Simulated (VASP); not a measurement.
Runs of VASP 6.6.1 on CdF2. The structure is that of space group Fm-3m (No. 225), or close to it. The cells are those of the table. 

```csv
task,potentials or basis,cell,cutoff (eV),second run,gap on the mesh (eV),pressure (GPa)
relaxation of cell and atoms,"VASP PAW PBE potentials, release 64 (Cd, F)","relaxed to 8 GPa from a = 3.810 Å, angles 60.0°, 3 atoms",600,-,3.15,8.0
relaxation of cell and atoms,"VASP PAW PBE potentials, release 64 (Cd, F)","relaxed from a = 3.810 Å, angles 60.0°, 3 atoms",600,-,2.89,0.0
single point,"VASP PAW PBE potentials, release 64 (Cd, F)","a = 3.826 Å, angles 60.0°, 3 atoms",520,-,(b),4.7
single point,"VASP PAW PBE potentials, release 64 (Cd, F)","a = 3.804 Å, angles 60.0°, 3 atoms",520,-,3.10,6.7
single point,"VASP PAW PBE potentials, release 64 (Cd_sv_GW, F)","a = 3.849 Å, angles 60.0°, 3 atoms",600,valence_matched,(c),(d)
single point,"VASP PAW PBE potentials, release 64 (Cd, F)","a = 3.876 Å, angles 60.0°, 3 atoms",520,-,(a),0.5
relaxation of cell and atoms,"VASP PAW PBE potentials, release 64 (Cd, F)","relaxed to 6 GPa from a = 3.810 Å, angles 60.0°, 3 atoms",600,-,3.09,6.0
relaxation of cell and atoms,"VASP PAW PBE potentials, release 64 (Cd, F)","relaxed to 4 GPa from a = 3.810 Å, angles 60.0°, 3 atoms",600,-,3.03,4.0
```

Alike in all rows: level PBE; no spin polarisation; k mesh 6 × 6 × 6; smearing fermi-dirac 0.01 eV.

**Question.** Estimate the missing entries.

**Answer.** (a) 2.90; (b) 3.04; (c) 2.99; (d) 1.2.

Caveats: the cell is relaxed towards a set pressure, so the enthalpy falls and the energy may rise (some runs); the relaxation stopped at its first step, so nothing moved (some runs).

A k mesh can miss the band edges, and the runs leave out spin-orbit coupling on Cd.

The runs don't all hold the same shells in valence.
